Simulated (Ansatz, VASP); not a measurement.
**GaP: VASP beside Ansatz**

INCAR

```
SYSTEM = GaP
ALGO = Normal
EDIFF = 1E-8
ENCUT = 520
GGA = PE
ISIF = 2
ISMEAR = -1
LASPH = .True.
LCHARG = .False.
LEFG = .True.
LREAL = .False.
LWAVE = .False.
NBANDS = 16
NELM = 100
PREC = Accurate
SIGMA = 0.08
```

The input KPOINTS:

```
k-points
0
Gamma
  12 12 12
  0 0 0
```

The input POSCAR:

```
GaP
1.0
    0.0000000000      2.7389793062      2.6979975000
    2.7389793062      0.0000000000      2.6979975000
    2.7389793062      2.7389793062      0.0000000000
Ga P
1 1
Direct
    0.0000000000      0.0000000000      0.0000000000
    0.7500000000      0.7500000000      0.7500000000
```

Input for Ansatz:

```yaml
crystal:
  lattice:
    - [0.0, 2.7389793062, 2.6979975]
    - [2.7389793062, 0.0, 2.6979975]
    - [2.7389793062, 2.7389793062, 0.0]
  atoms:
    - { symbol: Ga, position: [0.0, 0.0, 0.0] }
    - { symbol: P, position: [0.75, 0.75, 0.75] }
kpoints:
  mp_grid: { grid: [12, 12, 12] }
scf:
  occupations: { method: fermi_dirac, width: 0.08 }
hamiltonian:
  xc: pbe
  pseudopotentials: { kind: paw }
output:
  forces: true
  stress: true
  eigenvalues: true
  efg: { contact_densities: true }
```

Change from the starting cell: z stretched by -1 % at fixed volume, PAW files.

Alike in both runs: task electric field gradients; functional PBE; k mesh 12 × 12 × 12; occupations fermi-dirac, width 0.08 eV; no spin polarisation.

|  | VASP | Ansatz |
| --- | --- | --- |
| version | VASP 6.6.1 | Ansatz 0.2.0 |
| potentials or method | VASP PAW PBE potentials, release 64 (Ga_d, P) | PAW with Ansatz's default frozen-core files, scalar-relativistic |
| plane-wave cutoff (eV) | 520 | 420 |
| valence electrons in the cell | 18 | 18 |

Ansatz gave:

```
pressure (GPa)                                                : 2.5
traceless stress, the component that is largest in VASP (GPa) : 0.72
size of Vzz on the site where it differs most (V/Å²)          : 3.1
```

Which values does VASP return?

Pressure (GPa): 2.5; traceless stress, the component that is largest in VASP (GPa): 0.72; size of Vzz on the site where it differs most (V/Å²): 2.6.

With one functional, cell and mesh, what is left measures potentials, basis and numerics.
